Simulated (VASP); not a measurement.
# Zn6H2O7 in VASP: single point with PBE+D3(BJ)

Aim: the single point of Zn6H2O7 with PBE+D3(BJ).

All numbers are computed with VASP 6.6.1; they aren't measurements. Logs are shortened: lines on timing, memory, paths and dates and some standing lists are left out, and cuts for length are marked.

### Step 1. The cell of the first run

The cell holds a slab with vacuum, 30 atoms: a = 6.509 Å, b = 5.256 Å, c = 26.788 Å, α = 90.00°, β = 90.00°, γ = 90.00°.

### Step 2. Single point, PBE+D3(BJ)

File INCAR:

```
ALGO = Normal
DIPOL = 0.5 0.5 0.457
EDIFF = 1E-6
ENCUT = 520
GGA = PE
GGA_COMPAT = False
IDIPOL = 3
ISIF = 2
ISMEAR = 0
IVDW = 12
LASPH = True
LCHARG = False
LDIPOL = True
LREAL = False
LWAVE = False
NBANDS = 137
NELM = 120
NELMDL = -8
PREC = Accurate
SIGMA = 0.05
```

File KPOINTS:

```
k-points
0
Gamma
  3 3 1
```

File POSCAR:

```
Zn6H2O7
1.0
    6.5094894540      0.0000000000      0.0000000000
    0.0000000000      5.2564237872      0.0000000000
    0.0000000000      0.0000000000     26.7881105972
Zn O H
12 14 4
Direct
    0.5000000000      0.9983827816      0.2986399497
    0.0000000000      0.9983827816      0.2986399497
    0.7500000000      0.4983827816      0.3337138631
    0.2500000000      0.4983827816      0.3337138631
    0.7500000000      0.9983827816      0.4038616900
    0.2500000000      0.9983827816      0.4038616900
    0.0000000000      0.4983827816      0.4389356034
    0.5000000000      0.4983827816      0.4389356034
   -0.0006737423      0.9921703593      0.5078219646
    0.5030546072      0.9925966852      0.5085641267
    0.2480662282      0.5142494649      0.5485269325
    0.7518363499      0.5085773772      0.5493453238
    0.5000000000      0.6195172184      0.2986399497
    0.0000000000      0.6195172184      0.2986399497
    0.7500000000      0.1195172184      0.3337138631
    0.2500000000      0.1195172184      0.3337138631
    0.7500000000      0.6195172184      0.4038616900
    0.2500000000      0.6195172184      0.4038616900
    0.0000000000      0.1195172184      0.4389356034
    0.5000000000      0.1195172184      0.4389356034
   -0.0015531265      0.6166098265      0.5082636052
    0.4997497375      0.6155323891      0.5100111037
    0.2509829283      0.1295514841      0.5441640146
    0.7511614511      0.1268723644      0.5449615228
    0.2179509740      0.7503417626      0.6038888273
    0.7899099958      0.7568315670      0.6019431130
    0.0696210093      0.7502656167      0.6124354593
    0.6939848159      0.7431260160      0.6308717646
    0.2423227307      0.0048494183      0.5745033569
    0.7609416188     -0.0104463248      0.5754745628
```

Potentials or basis: VASP PAW PBE potentials, release 64 (Zn, O, H).

Run with:

```
$ cat potpaw_PBE.64/Zn/POTCAR potpaw_PBE.64/O/POTCAR potpaw_PBE.64/H/POTCAR > POTCAR
$ mpirun -np 1 vasp_std > vasp.out
```

OUTCAR:

```text
EDIFF = 1E-6
   ENCUT = 520
   GGA = PE
   ISIF = 2
   ISMEAR = 0
   IVDW = 12
   LASPH = True
   LREAL = False
   NELM = 120
   NELMDL = -8
   PREC = Accurate
 IVDW          = 12

 ion  position               nearest neighbor table
   1  0.500  0.998  0.299-  15 1.98  16 1.98  13 1.99
   2  0.000  0.998  0.299-  15 1.98  16 1.98  14 1.99
   3  0.750  0.498  0.334-  13 1.98  14 1.98  17 1.98  15 1.99
   4  0.250  0.498  0.334-  13 1.98  14 1.98  18 1.98  16 1.99
   5  0.750  0.998  0.404-  19 1.98  20 1.98  15 1.98  17 1.99
   6  0.250  0.998  0.404-  19 1.98  20 1.98  16 1.98  18 1.99
   7  0.000  0.498  0.439-  21 1.96  18 1.98  17 1.98  19 1.99
   8  0.500  0.498  0.439-  17 1.98  18 1.98  20 1.99  22 2.00
   9  0.999  0.992  0.508-  19 1.96  21 1.97  24 2.03  23 2.04
  10  0.503  0.993  0.509-  20 1.98  22 1.98  24 2.01  23 2.03
  11  0.248  0.514  0.549-  25 1.94  22 2.01  21 2.02  23 2.03
  12  0.752  0.509  0.549-  26 1.94  24 2.01  21 2.03  22 2.03
  13  0.500  0.620  0.299-   3 1.98   4 1.98   1 1.99
  14  0.000  0.620  0.299-   3 1.98   4 1.98   2 1.99
  15  0.750  0.120  0.334-   1 1.98   2 1.98   5 1.98   3 1.99
  16  0.250  0.120  0.334-   1 1.98   2 1.98   6 1.98   4 1.99
  17  0.750  0.620  0.404-   7 1.98   8 1.98   3 1.98   5 1.99
  18  0.250  0.620  0.404-   7 1.98   8 1.98   4 1.98   6 1.99
  19  0.000  0.120  0.439-   9 1.96   6 1.98   5 1.98   7 1.99
  20  0.500  0.120  0.439-  10 1.98   6 1.98   5 1.98   8 1.99
  21  0.998  0.617  0.508-   7 1.96   9 1.97  11 2.02  12 2.03
  22  0.500  0.616  0.510-  10 1.98   8 2.00  11 2.01  12 2.03
  23  0.251  0.130  0.544-  29 1.05  11 2.03  10 2.03   9 2.04
  24  0.751  0.127  0.545-  30 1.09  12 2.01  10 2.01   9 2.03
  25  0.218  0.750  0.604-  27 0.99  11 1.94
  26  0.790  0.757  0.602-  28 1.00  30 1.43  12 1.94
  27  0.070  0.750  0.612-  25 0.99
  28  0.694  0.743  0.631-  26 1.00
  29  0.242  0.005  0.575-  23 1.05
  30  0.761  0.990  0.575-  24 1.09  26 1.43

  LATTYP: Found a simple orthorhombic cell.
 ALAT       =     5.2564237872
 B/A-ratio  =     1.2383874888
 C/A-ratio  =     5.0962615804

  Lattice vectors:

 A1 = (   0.0000000000,  -5.2564237872,   0.0000000000)
 A2 = (   6.5094894540,   0.0000000000,   0.0000000000)
 A3 = (   0.0000000000,   0.0000000000,  26.7881105972)

Analysis of symmetry for initial positions (statically):
=====================================================================
 Subroutine PRICEL returns:
 Original cell was already a primitive cell.

 Routine SETGRP: Setting up the symmetry group for a
 simple orthorhombic supercell.

 Subroutine GETGRP returns: Found  1 space group operations
 (whereof  1 operations were pure point group operations)
 out of a pool of  8 trial point group operations.
[... 166 lines left out ...]
   ISMEAR =     0;   SIGMA  =   0.05  broadening in eV -4-tet -1-fermi 0-gaus
   EFERMI_NEDOS =   21; number of points for ismear=-14 and -15
   IALGO  =     38    algorithm
   IMIX   =      4    mixing-type and parameters
     AMIX     =   0.40;   BMIX     =  1.00
     AMIX_MAG =   1.60;   BMIX_MAG =  1.00
  volume/ion in A,a.u.               =      30.55       206.18
  Fermi-wavevector in a.u.,A,eV,Ry     =   1.035566  1.956936 14.590840  1.072397
  Thomas-Fermi vector in A             =   2.169915
   LORBIT       =      0    0 simple, 1 ext, 2 COOP (PROOUT), +10 PAW based schemes
   GGA     = PE    functional components
   LHFCALC =     F    Hartree Fock is set to
   AEXX    =    0.0000 exact exchange contribution
   IVDW    =    12    specifies the selected vdW correction
   LEPSILON=     F    determine dielectric tensor
   LRPA    =     F    only Hartree local field effects (RPA)
 non-spin polarized calculation
 Gauss-broadening in eV      SIGMA  =   0.05
  energy-cutoff  :      520.00
  volume of cell :      916.60
 maximum number of plane-waves:     24698
   NGX = 25   NGY = 19   NGZ = 99

 dipolmoment           0.000000      0.000000     -0.000134 electrons x Angstroem

 number of electron     231.9999936 magnetization

 dipolmoment           0.000000      0.000000      0.130669 electrons x Angstroem

 Free energy of the ion-electron system (eV)
  ---------------------------------------------------
  ext. energy  EPLUGINS =         0.00000000
  ---------------------------------------------------
  free energy    TOTEN  =      -133.21417023 eV

  energy without entropy =     -133.21417023  energy(sigma->0) =     -133.21417023

 E-fermi :  -2.8489     XC(G=0):  -4.3029

 val. band max:       -3.1077086477   @ k =   0.0000   0.0000   0.0000
 cond. band min:      -2.4067210082   @ k =   0.0000   0.0000   0.0000
 fundamental gap:      0.7009876395
 Fermi energy:        -2.8488547666

 k-point     1 :       0.0000    0.0000    0.0000
  band No.  band energies     occupation
      1     -22.3696      2.00000
      2     -22.0339      2.00000
      3     -21.3793      2.00000
      4     -21.3322      2.00000
      5     -21.0413      2.00000
      6     -21.0261      2.00000
[... 644 lines left out ...]
    127       2.8296      0.00000
    128       2.9855      0.00000
 [bands above 128 left out]

------------------------ aborting loop because EDIFF is reached ----------------------------------------

 vacuum level on the upper side and lower side of the slab       (xc-potential included)         0.186        -0.484

 Edisp (eV)   -4.45668

 E8    (eV) :    -1.6905

  FORCE on cell =-STRESS in cart. coord.  units (eV):
  Direction    XX          YY          ZZ          XY          YZ          ZX
  --------------------------------------------------------------------------------------
  -------------------------------------------------------------------------------------
  Total      -1.15442    -7.07003     0.01973     0.18446     1.15702     0.69547
  in kB      -2.01789   -12.35812     0.03449     0.32243     2.02243     1.21565
  external pressure =       -4.78 kB  Pullay stress =        0.00 kB

 VOLUME and BASIS-vectors are now :
 -----------------------------------------------------------------------------
  energy-cutoff  :      520.00
  volume of cell :      916.60
      direct lattice vectors                 reciprocal lattice vectors
     6.509489454  0.000000000  0.000000000     0.153621879  0.000000000  0.000000000
     0.000000000  5.256423787  0.000000000     0.000000000  0.190243413  0.000000000
     0.000000000  0.000000000 26.788110597     0.000000000  0.000000000  0.037329994

 POSITION                                       TOTAL-FORCE (eV/Angst)
 -----------------------------------------------------------------------------------
      3.25474      5.24792      8.00000         0.001250     -1.367689      1.064650
      0.00000      5.24792      8.00000        -0.001314     -1.366031      1.066257
      4.88212      2.61971      8.93956        -0.002945      0.724275     -0.743493
      1.62737      2.61971      8.93956         0.002503      0.723569     -0.749510
      4.88212      5.24792     10.81869         0.005560     -0.282587      0.131731
      1.62737      5.24792     10.81869        -0.003173     -0.278788      0.147947
[... 22 lines left out ...]
      1.57740      0.02549     15.38986        -0.036591     -0.318850      0.275071
      4.95334      5.20151     15.41588        -0.044594      0.257948     -0.177100
 -----------------------------------------------------------------------------------
    total drift:                                0.000417      0.003918     -0.000265

  FREE ENERGIE OF THE ION-ELECTRON SYSTEM (eV)
  ---------------------------------------------------
  free  energy   TOTEN  =      -137.6708453857 eV

  energy  without entropy=     -137.6708453857  energy(sigma->0) =     -137.67084539

 vacuum level on the upper side and lower side of the slab         2.546         1.863
```

OSZICAR:

```text
N       E                     dE             d eps       ncg     rms          rms(c)
DAV:   1     0.236626264083E+04    0.23663E+04   -0.10395E+05  1378   0.171E+03
DAV:   2     0.342546059796E+03   -0.20237E+04   -0.19133E+04  1530   0.428E+02
DAV:   3    -0.121006058377E+03   -0.46355E+03   -0.45732E+03  1535   0.205E+02
DAV:   4    -0.157066998811E+03   -0.36061E+02   -0.35733E+02  1564   0.606E+01
[... 29 lines left out ...]
DAV:  34    -0.133214165082E+03   -0.25138E-05   -0.91405E-08   948   0.134E-03    0.320E-04
DAV:  35    -0.133214166879E+03   -0.17972E-05   -0.48048E-08   956   0.121E-03    0.371E-04
DAV:  36    -0.133214168294E+03   -0.14145E-05   -0.24146E-08   972   0.130E-03    0.282E-04
DAV:  37    -0.133214169870E+03   -0.15766E-05   -0.33717E-08   964   0.836E-04    0.377E-04
DAV:  38    -0.133214170233E+03   -0.36310E-06   -0.92347E-09   948   0.482E-04
   1 F= -.13767085E+03 E0= -.13767085E+03  d E =-.718016E-14
```

Wall time 62 min (1 thread of Oxide Virtual Turin-like, shared host); peak memory 1 GiB.

Results:

```
Free energy                : -137.6708 eV
Largest force              : 1.733 eV/Å
Band gap on the k mesh     : 0.70 eV
Dispersion energy per atom : -0.149 eV
```

Forces on the atoms (eV/Å):
```
Zn   0.001 -1.368  1.065
Zn  -0.001 -1.366  1.066
Zn  -0.003  0.724 -0.743
Zn   0.003  0.724 -0.750
Zn   0.006 -0.283  0.132
Zn  -0.003 -0.279  0.148
Zn  -0.014  0.127 -0.033
Zn   0.008  0.181  0.136
Zn   0.150  0.004 -0.002
Zn  -0.138  0.008 -0.016
Zn  -0.013  0.074  0.310
Zn  -0.025 -0.170 -0.366
O   -0.002  0.701  0.038
O    0.001  0.699  0.043
O    0.001  0.079 -0.877
O    0.000  0.079 -0.871
O   -0.052  0.045  0.270
O    0.039  0.040  0.293
O   -0.002 -0.033 -0.173
O    0.016 -0.062 -0.001
O   -0.185 -0.019  0.007
O    0.143 -0.020  0.020
O    0.035  0.166 -0.226
O    0.024 -0.124  0.258
O    0.067  0.096 -0.156
O   -0.892 -0.017  1.208
H    0.289 -0.031  0.014
H    0.628  0.086 -0.889
H   -0.037 -0.319  0.275
H   -0.045  0.258 -0.177
```

Levels at points of the mesh, in eV from the valence-band top:
| k point | band 112 | band 113 | band 114 | band 115 | band 116 | band 117 | band 118 | band 119 | band 120 | band 121 |
| --- | --- | --- | --- | --- | --- | --- | --- | --- | --- | --- |
| (0.00, 0.00, 0.00) | -0.62 | -0.61 | -0.43 | -0.25 | 0.00 | 0.70 | 2.00 | 3.39 | 3.42 | 4.69 |

Caveat: semilocal functionals underestimate gaps, and a narrow one can read as zero.
